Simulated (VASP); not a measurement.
**Eu: single point with LDA**

Crystal: Eu.

```
Eu
1.0
    -2.30300    2.30300    2.30300
     2.30300   -2.30300    2.30300
     4.60600    4.60600    0.00000
Eu
2
Direct
  0.00000 0.00000 0.00000
  0.50000 0.50000 0.50000
```

- Program: VASP 6.6.1
- Task: single point
- Functional: LDA
- Potentials or basis: VASP PAW PBE potentials, release 64 (Eu)
- Cutoff: 520 eV
- k mesh: 8 × 8 × 5
- Occupations: fermi-dirac, width 0.05 eV
- Spin: collinear spin, antiferromagnetic start
- Starting moments: [7.0, -7.0] μB

The pressure is -3.9 GPa, the band gap on the k mesh is zero (filled and empty bands overlap) and the net moment is 0.00 μB per cell. The site moments are Eu +6.68, -6.68 μB and the valence electrons inside the program's atomic spheres are Eu 14.66.

Stress tensor (GPa, compression positive):
```
-3.82  0.20  0.00
 0.20 -3.82  0.00
 0.00  0.00 -3.99
```

Levels at points of the mesh, in eV from the Fermi level:
Spin up:
| k point | band 15 | band 16 | band 17 | band 18 | band 19 | band 20 |
| --- | --- | --- | --- | --- | --- | --- |
| (0.00, 0.00, 0.00) | -0.30 | -0.29 | -0.27 | 0.77 | 0.91 | 2.04 |
| (0.50, 0.00, 0.00) | -0.30 | -0.30 | -0.27 | 0.33 | 0.72 | 0.74 |
| (0.50, 0.50, 0.00) | -0.31 | -0.30 | -0.29 | -0.28 | 0.84 | 0.89 |
Spin down:
| k point | band 14 | band 15 | band 16 | band 17 | band 18 | band 19 | band 20 | band 21 |
| --- | --- | --- | --- | --- | --- | --- | --- | --- |
| (0.00, 0.00, 0.00) | -0.31 | -0.30 | -0.29 | -0.27 | 0.77 | 0.91 | 2.04 | 2.06 |
| (0.50, 0.00, 0.00) | -0.31 | -0.30 | -0.30 | -0.27 | 0.33 | 0.72 | 0.74 | 1.15 |
| (0.50, 0.50, 0.00) | -0.36 | -0.31 | -0.30 | -0.29 | -0.28 | 0.84 | 0.89 | 3.49 |

It took 13 min on 1 thread of Intel Xeon 8259CL, with other jobs on the host, peak memory 0.38 GiB.

Caveat: the cell stands under tension; the antiferromagnetic order is the one typed at the start, and another may lie lower; the PAW data sets were made with another functional, which shifts forces and pressure a little; spin-orbit coupling is left out, which moves the levels of the heavy elements; semilocal functionals describe open f shells poorly, which spoils levels, moments and volumes. The state reached can hang on the start; a lower one may exist.
